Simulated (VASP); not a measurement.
Cr, 2 atoms in the cell. Symmetry: I4_1/amd, No. 141, tetragonal system. Conventional cell: a = 3.995 Å, b = 3.995 Å, c = 2.169 Å, α = 90.00°, β = 90.00°, γ = 90.00°. Within 2.7 Å of Cr (site symmetry -4m2) lie 10 Cr at 2.07 to 2.58 Å. 

* Program: VASP 6.6.1
* Task: relaxation of shape and atoms at fixed volume
* Functional: PBE
* Potentials or basis: VASP PAW PBE potentials, release 64 (Cr_pv)
* Cutoff: 600 eV
* k mesh: 17 × 17 × 17
* Occupations: fermi-dirac, width 0.1 eV
* Spin: collinear spin, ferromagnetic start
* Starting moments: [2.0, 2.0] μB
* Dipole correction: no
* Further INCAR settings: ALGO = Normal; EDIFF = 1e-06; IBRION = 2; EDIFFG = -0.005; NSW = 50; ISIF = 4

Potentials or basis: VASP PAW PBE potentials, release 64 (Cr_pv).

Launch:

```sh
$ cat potpaw_PBE.64/Cr_pv/POTCAR > POTCAR
$ mpirun -np 1 vasp_std > vasp.out
```

Hardware: 1 thread of Oxide Virtual Turin-like Processor, on a shared host.

Problem. Estimate the wall time of this run.

Solution. It took 10 min on 1 thread of Oxide Virtual Turin-like Processor (shared host), peak memory 0.3 GiB. Counts: scf iterations 27, k points 405, ion steps 3.
